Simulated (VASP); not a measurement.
**NbP: single point with PBEsol**

NbP:

```xyz
8
Lattice="3.3535 0.0000 0.0000 0.0000 3.3071 0.0000 0.0000 0.0000 11.2623" Properties=species:S:1:pos:R:3 pbc="T T T"
Nb    1.6767    1.6536    0.0057
Nb    0.0000    1.6536    8.4475
Nb    0.0000    0.0000    5.6368
Nb    1.6767    0.0000    2.8163
P     0.0000    0.0000    0.9303
P     1.6767    0.0000    9.3711
P     1.6767    1.6536    6.5614
P     0.0000    1.6536    3.7400
```

This cell differs from its parent crystal: uniaxial strain along a: +1.0 %, then relaxed in part.

```yaml
Program: VASP 6.6.1
Task: single point
Functional: PBEsol
Potentials_or_basis: VASP PAW PBE potentials, release 64 (Nb_sv, P)
Cutoff: 520 eV
k_mesh: 10 × 10 × 4
Occupations: gaussian, width 0.1 eV
Spin: no spin polarisation
```

```json
{
  "Pressure": "-1.0 GPa",
  "Band gap on the k mesh": "zero (band 36 reaches 10.96 eV, above the bottom of band 37 at 10.87 eV)"
}
```

Stress tensor (GPa, compression positive):
```
-2.62  0.00  0.00
 0.00 -0.23  0.00
 0.00  0.00 -0.21
```

Levels at points of the mesh, in eV from the Fermi level:
```csv
k point,band 34,band 35,band 36,band 37,band 38,band 39
"(0.00, 0.00, 0.00)",-1.28,-0.63,-0.42,0.79,1.18,1.19
"(0.50, 0.00, 0.00)",-1.51,-0.05,-0.05,0.02,0.02,1.61
"(0.00, 0.50, 0.00)",-1.51,-0.14,-0.14,0.05,0.05,1.52
"(0.50, 0.50, 0.00)",-0.48,-0.45,-0.45,2.95,2.95,3.11
"(0.00, 0.00, 0.50)",-1.02,-0.81,-0.81,0.90,0.90,1.50
"(0.50, 0.00, 0.50)",-1.54,-0.07,-0.07,0.09,0.09,1.40
"(0.00, 0.50, 0.50)",-1.55,-0.02,-0.02,0.00,0.00,1.30
"(0.50, 0.50, 0.50)",-0.47,-0.43,-0.43,2.97,2.97,3.11
```

Wall time 12 min on 1 thread of Intel(R) Xeon(R) Platinum 8259CL CPU @ 2.50GHz (Skylake/Cascade Lake) (shared host), peak memory 0.56 GiB.

Caveat: the cell differs from its parent crystal (uniaxial strain along a: +1.0 %, then relaxed in part); the PAW data sets were made with another functional, which shifts forces and pressure a little.
